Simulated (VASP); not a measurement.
Set up this calculation in VASP 6.6.1, as the native input.

| Quantity | Value |
| --- | --- |
| Task | single point |
| Functional | slater exchange, pbe correlation |
| Potentials or basis | VASP PAW PBE potentials, release 64 (Al, N) |
| Cutoff | 600 eV |
| k mesh | 7 × 7 × 4, shifted |
| Occupations | methfessel-paxton, width 0.1 eV |
| Spin | no spin polarisation |
| Dipole correction | no |
| Further INCAR settings | ALGO = Normal; EDIFF = 1e-06; NBANDS = 16; ISYM = 0 |

The structure of AlN lies in POSCAR:

```
AlN
1.0
    3.0215063814      0.0001275998      0.0000000000
   -1.5106426860      2.6167650838      0.0000000000
    0.0000000000      0.0000000000      4.7891493525
Al N
2 2
Direct
    0.3333299480      0.6666700520     -0.0024199749
    0.6666700520      0.3333299480      0.4975800251
    0.3333173841      0.6666826159      0.3824199749
    0.6666826159      0.3333173841      0.8824199749
```

The input as run:

INCAR

```
SYSTEM = AlN
  PREC = Accurate
  ENCUT = 600
  EDIFF = 1E-6
  ISMEAR = 1
  SIGMA = 0.1
  LREAL = .False.
  LASPH = .True.
  NELM = 120
  ALGO = Normal
  ISIF = 2
  LWAVE = .False.
  LCHARG = .False.
  GGA = LIBXC
  LIBXC1 = LDA_X
  LIBXC2 = GGA_C_PBE
  ISYM = 0
  NBANDS = 16
  GGA_COMPAT = .False.
```

KPOINTS

```
Automatic mesh
0
Gamma
  7 7 4
  0.5 0.5 0.5
```

Potentials or basis: VASP PAW PBE potentials, release 64 (Al, N).

Command:

```sh
$ cat potpaw_PBE.64/Al/POTCAR potpaw_PBE.64/N/POTCAR > POTCAR
$ mpirun -np 1 vasp_std > vasp.out
```

Results of the run:

| Quantity | Value |
| --- | --- |
| Pressure | 13.3 GPa |
| Largest force | 0.015 eV/Å |
| Band gap on the k mesh | 4.92 eV (least direct gap 5.42 eV) |

Caveat: the cell stands under pressure; the PAW data sets were made with another functional, which shifts forces and pressure a little; a shifted mesh leaves out Γ, where band edges can lie.

Run time: 50 s on 1 thread of AMD EPYC 7R13 Processor (Zen 3) (shared host), peak memory 0.17 GiB.
